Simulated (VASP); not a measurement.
Input of a VASP 6.6.1 run:

INCAR

```
ALGO = Normal
EDIFF = 1E-6
ENCUT = 600
GGA = CA
GGA_COMPAT = F
ISIF = 2
ISMEAR = -1
LASPH = T
LCHARG = T
LELF = T
LREAL = F
LVHAR = T
LWAVE = F
NBANDS = 19
NELM = 120
PREC = Accurate
SIGMA = 0.01
```

File KPOINTS:

```
k-points
0
Gamma
  8 8 8
```

POSCAR

```
BaF2
1.0
    0.0000000000      3.0581522964      3.0581522964
    3.0581522964      0.0000000000      3.0581522964
    3.0581522964      3.0581522964      0.0000000000
Ba F
1 2
Direct
    0.0000000000      0.0000000000      0.0000000000
    0.2500000000      0.2500000000      0.2500000000
    0.7500000000      0.7500000000      0.7500000000
```

Potentials or basis: VASP PAW LDA potentials, release 64 (Ba_sv, F).

The run is started by

```sh
$ cat potpaw_LDA.64/Ba_sv/POTCAR potpaw_LDA.64/F/POTCAR > POTCAR
$ mpirun -np 1 vasp_std > vasp.out
```

Q: What does it give for the band gap on the k mesh?

A: 6.55 eV, indirect (least direct gap 6.67 eV).

Q: What does it give for the pressure?

A: -1.0 GPa.

Caveat: spin-orbit coupling is left out, which moves the levels of the heavy elements. A k mesh can miss the band edges.
